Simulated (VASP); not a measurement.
Input of a VASP 6.6.1 run:

INCAR

```
SYSTEM = Ru
  PREC = Accurate
  ENCUT = 600
  EDIFF = 1E-6
  ISMEAR = -1
  SIGMA = 0.1
  LREAL = .False.
  LASPH = .True.
  NELM = 80
  ALGO = Normal
  ISIF = 3
  LWAVE = .False.
  LCHARG = .False.
  GGA = PE
  IBRION = 2
  NSW = 80
  EDIFFG = -0.02
  PSTRESS = 200.0
```

File KPOINTS:

```
regular mesh
0
Gamma
  22 22 22
  0 0 0
```

Contents of POSCAR:

```
Ru
1.0
    1.5050000000      1.5050000000      1.5050000000
   -1.5050000000      1.5050000000      1.5050000000
   -1.5050000000     -1.5050000000      1.5050000000
Ru
1
Direct
    0.0000000000      0.0000000000      0.0000000000
```

Potentials or basis: VASP PAW PBE potentials, release 64 (Ru_pv).

Launch:

```bash
$ cat potpaw_PBE.64/Ru_pv/POTCAR > POTCAR
$ mpirun -np 1 vasp_std > vasp.out
```

Estimate the space group after relaxing (to 0.05 Å).

Im-3m (No. 229).

What does it give for the band gap on the k mesh?

Zero (band 7 reaches 15.19 eV, above the bottom of band 8 at 11.37 eV).

What does it give for the relaxed cell?

a = 2.592 Å, b = 2.592 Å, c = 2.592 Å, α = 70.53°, β = 109.47°, γ = 70.53°.

Step by step:
```tsv
step	energy change (eV)	largest force (eV/Å)	pressure (GPa)	volume (Å³)
1	0.0000	0.0000	13.64	13.64
2	0.1871	0.0000	46.41	12.60
3	0.0245	0.0000	19.81	13.40
```

Caveat: the cell is relaxed towards a set pressure, so the enthalpy falls and the energy may rise.
